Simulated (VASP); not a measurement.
Runs of VASP 6.6.1 on In. The structure is that of space group I4/mmm (No. 139), or close to it. The cells are those of the table. 

| cell | k mesh | smearing | gap on the mesh (eV) | pressure (GPa) |
| --- | --- | --- | --- | --- |
| a = 3.395 Å, angles 122.6, 122.6, 85.5°, 1 atom | 14 × 14 × 14 | fermi-dirac 0.03 eV | none | (a) |
| a = 3.429 Å, angles 122.6, 122.6, 85.5°, 1 atom | 14 × 14 × 14 | fermi-dirac 0.03 eV | none | -1.5 |
| a = 3.462 Å, angles 122.6, 122.6, 85.5°, 1 atom | 14 × 14 × 14 | fermi-dirac 0.03 eV | none | -2.4 |
| a = 3.395 Å, angles 122.6, 122.6, 85.5°, 1 atom | 14 × 14 × 14, shifted | tetrahedron | none | (b) |
| a = 3.361 Å, angles 122.6, 122.6, 85.5°, 1 atom | 14 × 14 × 14 | fermi-dirac 0.03 eV | none | 1.0 |

Alike in all rows: task electric field gradients; level r2SCAN; potentials or basis VASP PAW PBE potentials, release 64 (In_d); no spin polarisation; cutoff (eV) 520.

**Question.** Fill in the values left out.

**Answer.** (a) -0.4; (b) -0.2.

Caveats: the PAW data sets were made with another functional, which shifts forces and pressure a little; spin-orbit coupling is left out, which moves the levels of the heavy elements; tetrahedron occupations give inexact forces and stress in metals (at least some runs).

A k mesh can miss the band edges, and the runs leave out spin-orbit coupling on In.

A gap of «none» marks levels without a gap at the run's occupations.
